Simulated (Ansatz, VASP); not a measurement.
# One calculation of Hf, two programs

File INCAR:

```
SYSTEM = Hf
PREC = Accurate
ENCUT = 520
EDIFF = 1E-7
ISMEAR = -1
SIGMA = 0.03
LREAL = .FALSE.
LASPH = .TRUE.
NELM = 80
ALGO = Normal
ISIF = 2
LWAVE = .FALSE.
LCHARG = .FALSE.
GGA = CA
NBANDS = 11
```

Contents of KPOINTS:

```
regular mesh
0
G
  13 13 13
  0 0 0
```

File POSCAR:

```
Hf
1.0
    0.0000000000      2.2200000000      2.1978000000
    2.2200000000      0.0000000000      2.1978000000
    2.2200000000      2.2200000000      0.0000000000
Hf
1
Direct
    0.0000000000      0.0000000000      0.0000000000
```

Input for Ansatz:

```yaml
crystal:
  lattice:
    - [0.0, 2.22, 2.1978]
    - [2.22, 0.0, 2.1978]
    - [2.22, 2.22, 0.0]
  atoms:
    - { symbol: Hf, position: [0.0, 0.0, 0.0] }
kpoints:
  mp_grid: { grid: [13, 13, 13] }
  band_path:
    path:
      - [0.0, 0.0, 0.0]
      - [0.0, 0.5, 0.5]
      - [0.25, 0.75, 0.5]
      - [0.0, 0.5, 0.0]
      - [0.0, 0.0, 0.0]
      - [0.5, 0.5, 0.0]
      - [0.3775380063, 0.6224619937, 0.0]
      - [-0.3775380063, 0.3775380063, 0.0]
      - [0.0, 0.0, 0.0]
    npoints: 5
scf:
  occupations: { method: fermi_dirac, width: 0.03 }
hamiltonian:
  xc: lda
  pseudopotentials: { kind: all_electron, lapw: { basis_error: 0.001 } }
output:
  forces: true
  stress: true
  eigenvalues: true
```

Change from the starting cell: zz strain of -1 %.

Alike in both runs: task single point; functional LDA; k mesh 13 × 13 × 13; occupations fermi-dirac, width 0.03 eV; no spin polarisation.

```csv
,VASP,Ansatz
version,VASP 6.6.1,Ansatz 0.2.0
potentials or method,"VASP PAW LDA potentials, release 64 (Hf_pv), cutoff 520 eV","all-electron LAPW, scalar-relativistic"
```

```tsv
	VASP	Ansatz	Ansatz less VASP
pressure (GPa)	-4.5	-4.5	+0.01
traceless stress, the component that is largest in VASP (GPa)	0.11	0.11	-0.001
```

LDA's correlation is that of Perdew and Zunger in VASP and of Perdew and Wang (1992) in Ansatz. Ansatz ran all-electron here, and VASP with PAW potentials.

Neither program's run includes spin-orbit coupling.
